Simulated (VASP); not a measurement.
Here is a VASP 6.6.1 calculation.

INCAR

```
  ALGO = Normal
  EDIFF = 1E-7
  ENCUT = 520
  ISIF = 2
  ISMEAR = -1
  LASPH = True
  LCHARG = True
  LELF = True
  LREAL = False
  LVHAR = True
  LWAVE = False
  NBANDS = 12
  NELM = 60
  PREC = Accurate
  SIGMA = 0.1
```

KPOINTS

```
k-points
0
Gamma
  14 14 14
```

File POSCAR:

```
Zr
1.0
    0.0000000000      2.2381596064      2.2381596064
    2.2381596064      0.0000000000      2.2381596064
    2.2381596064      2.2381596064      0.0000000000
Zr
1
Direct
    0.0000000000      0.0000000000      0.0000000000
```

Potentials or basis: VASP PAW LDA potentials, release 64 (Zr_sv).

Run with:

```sh
$ cat potpaw_LDA.64/Zr_sv/POTCAR > POTCAR
$ mpirun -np 1 vasp_std > vasp.out
```

Q: Estimate the band gap on the k mesh.

A: Zero (band 6 reaches 10.07 eV, above the bottom of band 7 at 8.45 eV).

Q: What does it give for the pressure?

A: -3.4 GPa.
